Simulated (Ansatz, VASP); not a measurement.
## One calculation of InAg3, two programs

```
In Ag
1.0
     4.14400    0.02072    0.02072
     0.02072    4.14400    0.02072
     0.02072    0.02072    4.14400
In Ag
1 3
Direct
  0.00000 0.00000 0.00000
  0.00000 0.50000 0.50000
  0.50000 0.00000 0.50000
  0.50000 0.50000 0.00000
```

Change from the starting cell: equal xy, yz and zx shear strains of +1 %.

Alike in both runs: task single point; functional PBEsol; k mesh 9 × 9 × 9; occupations fermi-dirac, width 0.05 eV; no spin polarisation.

|  | VASP | Ansatz |
| --- | --- | --- |
| version | VASP 6.6.1 | Ansatz 0.2.0 |
| potentials or method | VASP PAW PBE potentials, release 64 (In_d, Ag), cutoff 520 eV | all-electron LAPW, scalar-relativistic |

Ansatz gave:

- pressure (GPa): -0.3
- traceless stress, the component that is largest in VASP (GPa): -0.20

**Question.** What did VASP give for the same quantities?

**Answer.** Pressure (GPa): -0.4; traceless stress, the component that is largest in VASP (GPa): -0.20.

VASP's potentials were made for PBE, not for PBEsol. Ansatz ran all-electron here, and VASP with PAW potentials.
